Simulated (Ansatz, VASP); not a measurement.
## Two plane-wave programs on CdSe

INCAR

```
ALGO = Normal ; EDIFF = 1E-6
ENCUT = 520 ; GGA = PE
ISIF = 2 ; ISMEAR = 0
LASPH = T ; LCHARG = F
LREAL = F ; LWAVE = F
NBANDS = 16 ; NELM = 100
PREC = Accurate ; SIGMA = 0.1
```

The input KPOINTS:

```
k-points
0
Gamma
  12 12 12
```

File POSCAR:

```
CdSe
1.0
    0.0000000000      2.8100319013      2.8100319013
    2.8100319013      0.0000000000      2.8100319013
    2.8100319013      2.8100319013      0.0000000000
Cd Se
1 1
Direct
    0.0000000000      0.0000000000      0.0000000000
    0.5000000000      0.5000000000      0.5000000000
```

Input for Ansatz:

```yaml
crystal:
  lattice:
    - [0.0, 2.8100319222, 2.8100319222]
    - [2.8100319222, 0.0, 2.8100319222]
    - [2.8100319222, 2.8100319222, 0.0]
  atoms:
    - { symbol: Cd, position: [0.0, 0.0, 0.0] }
    - { symbol: Se, position: [0.5, 0.5, 0.5] }
basis:
  ecutwfc: 420
kpoints:
  mp_grid: { grid: [12, 12, 12] }
hamiltonian:
  xc: pbe
scf:
  occupations: { method: gaussian, width: 0.1 }
output:
  forces: true
  stress: true
  eigenvalues: true
```

Alike in both runs: task single point; functional PBE; k mesh 12 × 12 × 12; occupations gaussian, width 0.1 eV; no spin polarisation.

|  | VASP | Ansatz |
| --- | --- | --- |
| version | VASP 6.6.1 | Ansatz 0.2.0 |
| potentials or method | VASP PAW PBE potentials, release 64 (Cd, Se), cutoff 520 eV | scalar-relativistic, plane waves, PAW |
| valence electrons in the cell | 18 | 36 |

Ansatz gave:

| Item | Value |
| --- | --- |
| gap on the k mesh at the Fermi level (eV) | none |
| pressure (GPa) | 4.3 |

Problem. Which values does VASP return?

Solution. gap on the k mesh at the Fermi level (eV): none; pressure (GPa): 4.8.

A gap of «none» marks a metal or a gap that the smearing closes. VASP's potentials hold 18 valence electrons a cell and Ansatz's 36, so a difference there can come from the potentials and not from the codes.
